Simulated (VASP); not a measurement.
MgS: single point with HSE06

Crystal: MgS.

```xyz
2
Lattice="0.0820 2.8432 2.8432 2.8432 0.0820 2.8432 2.8432 2.8432 0.0820" Properties=species:S:1:pos:R:3 pbc="T T T"
Mg    0.0158    0.0158    0.0158
S     1.4263    1.4263    1.4263
```

This cell differs from its parent crystal: epitaxial 111 strain -2.5%.

* Program: VASP 6.6.1
* Task: single point
* Functional: HSE06
* Potentials or basis: VASP PAW PBE potentials, release 64 (Mg, S)
* Cutoff: 520 eV
* k mesh: 6 × 6 × 6
* Occupations: gaussian, width 0.01 eV
* Spin: no spin polarisation

| Item | Value |
| --- | --- |
| Pressure | 1.8 GPa |
| Largest force | 0.003 eV/Å |
| Band gap on the k mesh | 4.54 eV |

Forces in eV/Å, atoms in the order of the input:
```
Mg  -0.002 -0.002 -0.002
S    0.002  0.002  0.002
```

Stress tensor (GPa, compression positive):
```
 1.77 -0.96 -0.96
-0.96  1.77 -0.96
-0.96 -0.96  1.77
```

Levels at points of the mesh, in eV from the valence-band top:
| k point | band 1 | band 2 | band 3 | band 4 | band 5 | band 6 | band 7 | band 8 |
| --- | --- | --- | --- | --- | --- | --- | --- | --- |
| (0.00, 0.00, 0.00) | -12.64 | -0.29 | 0.00 | 0.00 | 4.54 | 8.80 | 9.38 | 9.38 |
| (0.50, 0.00, 0.00) | -11.81 | -3.59 | -0.60 | -0.44 | 6.16 | 8.53 | 8.86 | 9.88 |
| (0.50, 0.50, 0.00) | -11.57 | -3.25 | -1.40 | -1.13 | 4.71 | 6.71 | 12.74 | 13.94 |
| (0.50, 0.50, 0.50) | -11.91 | -3.70 | -0.31 | -0.31 | 6.45 | 9.03 | 9.03 | 9.85 |

Wall time 29 min on 1 thread of Intel(R) Xeon(R) Platinum 8175M CPU @ 2.50GHz (Skylake/Cascade Lake), on a shared host, peak memory 0.3 GiB.

Caveat: the cell differs from its parent crystal (epitaxial 111 strain -2.5%); the structure was generated, so it needn't be the stable form of MgS; the PAW data sets were made with another functional, which shifts forces and pressure a little. A k mesh can miss the band edges.
